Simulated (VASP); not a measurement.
A run of VASP 6.6.1 is set up as follows.

Contents of INCAR:

```
SYSTEM = AlN
PREC     = Accurate       ! precision mode
ENCUT    = 520            ! plane-wave cutoff, eV
EDIFF    = 1E-7           ! SCF threshold, eV
ISMEAR   = 0              ! smearing method
SIGMA    = 0.05           ! smearing width, eV
LREAL    = .False.        ! projectors in reciprocal space
LASPH    = .True.         ! aspherical terms in the spheres
NELM     = 60             ! most SCF steps
ALGO     = Normal         ! electronic algorithm
ISIF     = 2              ! what is computed and relaxed
LWAVE    = .False.        ! write WAVECAR
LCHARG   = .False.        ! write CHGCAR
NBANDS   = 16             ! bands
```

Contents of KPOINTS:

```
Automatic mesh
0
Gamma
  9 9 6
  0 0 0
```

File POSCAR:

```
AlN
1.0
    3.0115238416      0.0000000000      0.0000000000
   -1.5057619208      2.6080561509      0.0000000000
    0.0000000000      0.0000000000      4.8201746025
Al N
2 2
Direct
    0.3333333333      0.6666666667      0.0015212672
    0.6666666667      0.3333333333      0.5015212672
    0.3333333333      0.6666666667      0.3834787328
    0.6666666667      0.3333333333      0.8834787328
```

Potentials or basis: VASP PAW LDA potentials, release 64 (Al, N).

Launch:

```bash
$ cat potpaw_LDA.64/Al/POTCAR potpaw_LDA.64/N/POTCAR > POTCAR
$ mpirun -np 1 vasp_std > vasp.out
```

(1) Predict the largest force.

(2) Predict the band gap on the k mesh.

(3) Estimate the pressure.

Results:

(1) 0.036 eV/Å.

(2) 4.92 eV, indirect (least direct gap 5.12 eV).

(3) 19.5 GPa.
